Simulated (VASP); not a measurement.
Input of a VASP 6.6.1 run:

Contents of INCAR:

```
SYSTEM = CuO
PREC = Accurate
ENCUT = 520
EDIFF = 1E-6
ISMEAR = 0
SIGMA = 0.1
LREAL = .FALSE.
LASPH = .TRUE.
NELM = 150
ALGO = Normal
ISIF = 2
LWAVE = .FALSE.
LCHARG = .FALSE.
ISPIN = 2
MAGMOM = 1 1 0 0
LORBIT = 11
LMAXMIX = 4
GGA = PE
NBANDS = 29
```

The input KPOINTS:

```
regular mesh
0
G
  6 6 4
  0 0 0
```

POSCAR

```
CuO
1.0
    1.9909680000     -2.1535500000      0.0000000000
    1.9909680000      2.1535500000      0.0000000000
    0.0000000000      0.0000000000      5.1559280000
Cu O
2 2
Direct
    0.0000000000      0.5000000000      0.0000000000
    0.5000000000      0.0000000000      0.5000000000
    0.5000000000      0.5000000000      0.2500000000
    0.5000000000      0.5000000000      0.7500000000
```

Potentials or basis: VASP PAW PBE potentials, release 64 (Cu, O).

Command:

```console
$ cat potpaw_PBE.64/Cu/POTCAR potpaw_PBE.64/O/POTCAR > POTCAR
$ mpirun -np 1 vasp_std > vasp.out
```

Estimate the net moment.

0.00 μB per cell.

Predict the pressure.

2.2 GPa.

What does it give for the band gap on the k mesh?

Zero (filled and empty bands overlap).

Stress tensor (GPa, compression positive):
```
2.48 0.00 0.00
0.00 1.62 0.00
0.00 0.00 2.39
```

Caveat: semilocal functionals often make such compounds metallic where correlation or magnetic order opens a gap, which also shifts bond lengths. With open d or f shells a metallic result of PBE can be an artefact of self-interaction; +U or a hybrid may open a gap.
